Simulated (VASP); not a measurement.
Write the native input for VASP 6.6.1 that does the following.

* Task: single point
* Functional: HSE06
* Potentials or basis: VASP PAW PBE potentials, release 64 (Al, N)
* Cutoff: 520 eV
* k mesh: 6 × 6 × 4
* Occupations: gaussian, width 0.02 eV
* Spin: no spin polarisation
* Dipole correction: no
* Grid for exact exchange (PRECFOCK): Normal
* Further INCAR settings: ALGO = Normal; EDIFF = 1e-06; NBANDS = 16
* Share of exact exchange: 0.25
* Screening parameter: 0.2079 1/Å

Crystal: AlN.

```
Al N
1.0
     3.07613    0.00000    0.00000
    -1.53806    2.66400    0.00000
     0.00000    0.00000    4.91098
Al N
2 2
Direct
  0.33333 0.66667 0.99870
  0.66667 0.33333 0.49870
  0.33333 0.66667 0.38130
  0.66667 0.33333 0.88130
```

The input as run:

POSCAR

```
AlN
1.0
    3.0761274231      0.0000000000      0.0000000000
   -1.5380637115      2.6640044936      0.0000000000
    0.0000000000      0.0000000000      4.9109836137
Al N
2 2
Direct
    0.3333333333      0.6666666667     -0.0013018179
    0.6666666667      0.3333333333      0.4986981821
    0.3333333333      0.6666666667      0.3813018179
    0.6666666667      0.3333333333      0.8813018179
```

INCAR.step1

```
PREC = Accurate ; ENCUT = 520
EDIFF = 1E-5 ; ISMEAR = 0
SIGMA = 0.02 ; LREAL = False
LASPH = True ; NELM = 120
ALGO = Normal ; ISIF = 2
LWAVE = True ; LCHARG = False
NBANDS = 16 ; GGA = PE
GGA_COMPAT = False
```

INCAR.step2

```
PREC = Accurate ; ENCUT = 520
EDIFF = 1E-6 ; ISMEAR = 0
SIGMA = 0.02 ; LREAL = False
LASPH = True ; NELM = 120
ALGO = Normal ; ISIF = 2
LWAVE = False ; LCHARG = False
GGA = PE ; LHFCALC = True
HFSCREEN = 0.2079 ; PRECFOCK = Normal
NBANDS = 16 ; ISTART = 1
GGA_COMPAT = False
```

KPOINTS

```
regular mesh
0
Gamma
  6 6 4
```

Potentials or basis: VASP PAW PBE potentials, release 64 (Al, N).

Command:

```console
$ cat potpaw_PBE.64/Al/POTCAR potpaw_PBE.64/N/POTCAR > POTCAR
$ cp INCAR.step1 INCAR
$ mpirun -np 1 vasp_std > vasp.out
$ cp INCAR.step2 INCAR
$ mpirun -np 1 vasp_std > vasp.out
```

Results of the run:

```json
{
 "Pressure": "6.7 GPa",
 "Largest force": "0.003 eV/Å",
 "Band gap on the k mesh": "5.89 eV"
}
```

Caveat: the cell stands under pressure; the PAW data sets were made with another functional, which shifts forces and pressure a little.

Run time: 30 min on 1 thread of Intel(R) Xeon(R) Platinum 8488C (Sapphire Rapids) (shared host), peak memory 0.26 GiB.
